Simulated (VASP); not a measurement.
Set up this calculation in VASP 6.6.1, as the native input.

* Task: single point
* Functional: PBE
* Potentials or basis: VASP PAW PBE potentials, release 64 (Hf_pv)
* Cutoff: 500 eV
* k mesh: 18 × 18 × 10
* Occupations: gaussian, width 0.15 eV
* Spin: no spin polarisation
* Dipole correction: no
* Further INCAR settings: ALGO = Normal; EDIFF = 1e-06; NBANDS = 17

The structure of Hf lies in POSCAR:

```
Hf
1.0
    3.3170000000      0.0000000000      0.0000000000
   -1.6585000000      2.8726062644      0.0000000000
    0.0000000000      0.0000000000      4.8650000000
Hf
2
Direct
    0.3333333333      0.6666666667      0.2500000000
    0.6666666667      0.3333333333      0.7500000000
```

These files were run (other wordings do the same):

INCAR

```
ALGO = Normal
EDIFF = 1E-6
ENCUT = 500
GGA = PE
GGA_COMPAT = F
ISIF = 2
ISMEAR = 0
LASPH = T
LCHARG = T
LELF = T
LREAL = F
LVHAR = T
LWAVE = F
NBANDS = 17
NELM = 120
PREC = Accurate
SIGMA = 0.15
```

KPOINTS

```
k-points
0
Gamma
  18 18 10
```

Potentials or basis: VASP PAW PBE potentials, release 64 (Hf_pv).

Run with:

```sh
$ cat potpaw_PBE.64/Hf_pv/POTCAR > POTCAR
$ mpirun -np 1 vasp_std > vasp.out
```

Results of the run:

```yaml
Pressure: -2.8 GPa
Band_gap_on_the_k_mesh: zero (band 10 reaches 5.70 eV, above the bottom of band 11 at 4.22 eV)
```

Caveat: spin-orbit coupling is left out, which moves the levels of the heavy elements.

Run time: 64 s on 1 thread of Intel Xeon 6975P-C (shared host), peak memory 0.26 GiB.
